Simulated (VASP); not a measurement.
Runs of VASP 6.6.1 on RbGe6. The structure is that of space group Im-3m (No. 229), or close to it. The cells are those of the table. The cell was generated, and may not be a known phase.

| cell | k mesh | smearing | gap on the mesh (eV) | pressure (GPa) |
| --- | --- | --- | --- | --- |
| a = 6.233 Å, angles 109.5°, 7 atoms | 4 × 4 × 4 | gaussian 0.1 eV | none | 0.1 |
| a = 6.233 Å, angles 109.5°, 7 atoms | 4 × 4 × 4 | gaussian 0.2 eV | none | 0.2 |
| a = 5.973 Å, angles 109.5°, 7 atoms | 8 × 8 × 8 | gaussian 0.1 eV | none | (b) |
| a = 6.041 Å, angles 109.5°, 7 atoms | 8 × 8 × 8 | gaussian 0.1 eV | none | (a) |
| a = 6.106 Å, angles 109.5°, 7 atoms | 8 × 8 × 8 | gaussian 0.1 eV | none | 3.1 |

Alike in all rows: task single point; level PBE; potentials or basis VASP PAW PBE potentials, release 64 (Rb_sv, Ge_d); no spin polarisation; cutoff (eV) 520.

Question: Fill in the values left out.

Answer: (a) 5.1; (b) 7.4.

Caveats: an odd number of electrons without spin polarisation forces a metal; a magnetic or distorted state may lie lower; the cell stands under pressure (at least some runs).

A k mesh can miss the band edges, and the runs leave out spin-orbit coupling on Ge, Rb.

A gap of «none» marks levels without a gap at the run's occupations.
